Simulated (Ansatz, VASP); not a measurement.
## CdF2 in VASP and in Ansatz

The input INCAR:

```
SYSTEM = CdF2
PREC = Accurate
ENCUT = 520
EDIFF = 1E-7
ISMEAR = 0
SIGMA = 0.01
LREAL = .False.
LASPH = .True.
NELM = 150
ALGO = Normal
ISIF = 2
LWAVE = .False.
LCHARG = .False.
MAGMOM = 0 0 0 0 0 0 0 0 0
LORBIT = 11
LSORBIT = .True.
GGA_COMPAT = .False.
LORBMOM = .True.
GGA = PS
NBANDS = 39
```

The input KPOINTS:

```
regular mesh
0
Gamma
  6 6 6
  0 0 0
```

POSCAR

```
CdF2
1.0
    0.0000000000      2.6921202133      2.6921202133
    2.6921202133      0.0000000000      2.6921202133
    2.6921202133      2.6921202133      0.0000000000
Cd F
1 2
Direct
    0.0000000000      0.0000000000      0.0000000000
    0.2500000000      0.2500000000      0.2500000000
    0.7500000000      0.7500000000      0.7500000000
```

Input for Ansatz:

```yaml
crystal:
  lattice:
    - [0.0, 2.69212021332, 2.69212021332]
    - [2.69212021332, 0.0, 2.69212021332]
    - [2.69212021332, 2.69212021332, 0.0]
  atoms:
    - { symbol: Cd, position: [0.0, 0.0, 0.0] }
    - { symbol: F, position: [0.25, 0.25, 0.25] }
    - { symbol: F, position: [0.75, 0.75, 0.75] }
kpoints:
  mp_grid: { grid: [6, 6, 6] }
scf:
  occupations: { method: fixed }
hamiltonian:
  xc: pbesol
  pseudopotentials: { kind: all_electron, lapw: { basis_error: 0.001 } }
magnetization:
  noncollinear: true
  spin_orbit: true
output:
  forces: true
  stress: true
  eigenvalues: true
  eigenstates:
    nscf_kmesh: { grid: [8, 8, 8] }
    de_dk: true
    e_range: [-9, 12.95054708164]
checkpoint:
  write: ck
  write_wavefunctions: false
```

Alike in both runs: task single point; functional PBEsol; k mesh 6 × 6 × 6; non-collinear spin, spin-orbit coupling.

|  | VASP | Ansatz |
| --- | --- | --- |
| version | VASP 6.6.1 | Ansatz 0.2.0 |
| potentials or method | VASP PAW PBE potentials, release 64 (Cd, F), cutoff 520 eV | all-electron LAPW |
| occupations | gaussian, width 0.01 eV | fixed |

|  | VASP | Ansatz | Ansatz less VASP |
| --- | --- | --- | --- |
| pressure (GPa) | 0.7 | 0.0 | -0.78 |
| net moment per atom (μB) | 0.00 | 0.00 | 0.000 |

VASP's potentials were made for PBE, not for PBEsol. Ansatz ran all-electron here, and VASP with PAW potentials.
